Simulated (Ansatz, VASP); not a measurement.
One calculation of Te, two programs

Contents of POSCAR:

```
Te
1.0
    5.6243226610      0.0000000000      0.0000000000
   -2.8121613305      4.8708063035      0.0000000000
    0.0000000000      0.0000000000      3.1664262252
Te
3
Direct
    0.0000000000      0.0000000000      0.0000000000
    0.3333333333      0.6666666667      0.5000000000
    0.6666666667      0.3333333333      0.5000000000
```

Contents of INCAR.step1:

```
SYSTEM = Te
ALGO = Normal
EDIFF = 1E-4
ENCUT = 600
GGA = PE
ISMEAR = 0
LASPH = .True.
LCHARG = .False.
LREAL = .False.
LWAVE = .True.
NELM = 80
PREC = Accurate
SIGMA = 0.1
```

The input INCAR.step2:

```
SYSTEM = Te
ALGO = Normal
EDIFF = 1E-7
EDIFFG = -0.04
ENCUT = 600
IBRION = 2
ISIF = 3
ISMEAR = 0
ISTART = 1
LASPH = .True.
LCHARG = .False.
LMIXTAU = .True.
LREAL = .False.
LWAVE = .False.
METAGGA = R2SCAN
NELM = 80
NSW = 90
PREC = Accurate
SIGMA = 0.1
```

The input KPOINTS:

```
k-points
0
Gamma
  6 6 6
  0 0 0
```

Input for Ansatz:

```yaml
crystal:
  lattice:
    - [5.624322661, 0.0, 0.0]
    - [-2.8121613305, 4.8708063035, 0.0]
    - [0.0, 0.0, 3.1664262252]
  atoms:
    - { symbol: Te, position: [0.0, 0.0, 0.0] }
    - { symbol: Te, position: [0.3333333333, 0.6666666667, 0.5] }
    - { symbol: Te, position: [0.6666666667, 0.3333333333, 0.5] }
basis:
  ecutwfc: 500
kpoints:
  mp_grid: { grid: [6, 6, 6] }
hamiltonian:
  xc: r2scan
scf:
  occupations: { method: gaussian, width: 0.1 }
  lower_state_search: "off"
output:
  forces: true
  stress: true
  eigenvalues: true
relax:
  adjacent_minimum: "off"
  f_tol: 0.04
  max_steps: 70
  cell: { stress_tol: 0.4 }
```

Alike in both runs: task relaxation of cell and atoms; functional r2SCAN; k mesh 6 × 6 × 6; occupations gaussian, width 0.1 eV; no spin polarisation.

|  | VASP | Ansatz |
| --- | --- | --- |
| version | VASP 6.6.1 | Ansatz 0.2.0 |
| potentials or method | VASP PAW PBE potentials, release 64 (Te), cutoff 600 eV | scalar-relativistic, plane waves, PAW |
| valence electrons in the cell | 18 | 48 |

|  | VASP | Ansatz | Ansatz less VASP |
| --- | --- | --- | --- |
| gap on the k mesh at the Fermi level, each at its own relaxed structure (eV) | none | none | - |
| relaxed volume (Å³/atom) | 29.26 | 29.26 | -0.004 |
| relaxed length of the cell vector where the two differ most in proportion (Å) | 3.063 | 3.058 | -0.0050 |

VASP's potentials were made for PBE, not for r2SCAN. A gap of «none» marks a metal or a gap that the smearing closes. VASP's potentials hold 18 valence electrons a cell and Ansatz's 48, so a difference there can come from the potentials and not from the codes.

Neither program's run includes spin-orbit coupling.
